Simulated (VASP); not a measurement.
Runs of VASP 6.6.1 on NaH. The structure is that of space group Pm-3m (No. 221), or close to it. The cells are those of the table. 

| level | cell | gap on the mesh (eV) | pressure (GPa) | largest force (eV/Å) |
| --- | --- | --- | --- | --- |
| PBE | a = 2.931, b = 2.887 Å, angles 91.1, 90.3, 88.9°, 2 atoms | 1.00 | 1.4 | 0.06 |
| PBE | a = 2.831, b = 2.831, c = 2.920 Å, angles 90.7, 89.3, 90.1°, 2 atoms | 0.83 | 3.1 | 0.04 |
| PBE | a = 2.930 Å, 2 atoms | 1.03 | 0.8 | - |
| PBE | a = 2.965 Å, 2 atoms | 1.03 | -0.1 | - |
| PBE | a = 3.082 Å, 2 atoms | 1.03 | -2.3 | - |
| PBE | a = 3.090 Å, 2 atoms | 1.03 | -2.4 | - |
| PBEsol | a = 2.936 Å, 2 atoms | (a) | 0.0 | - |
| PBE | a = 2.912 Å, 2 atoms | 1.03 | 1.4 | - |
| PBE | a = 2.955 Å, 2 atoms | 1.04 | (b) | 0.04 |
| PBE | a = 2.897 Å, 2 atoms | 1.03 | 1.8 | - |

Alike in all rows: task single point; potentials or basis VASP PAW PBE potentials, release 64 (Na_pv, H); no spin polarisation; k mesh 10 × 10 × 10; cutoff (eV) 520; smearing gaussian 0.02 eV.

**Question.** Estimate the missing entries.

**Answer.** (a) 0.80; (b) 0.2.

Caveats: the PAW data sets were made with another functional, which shifts forces and pressure a little (some runs).

A k mesh can miss the band edges.
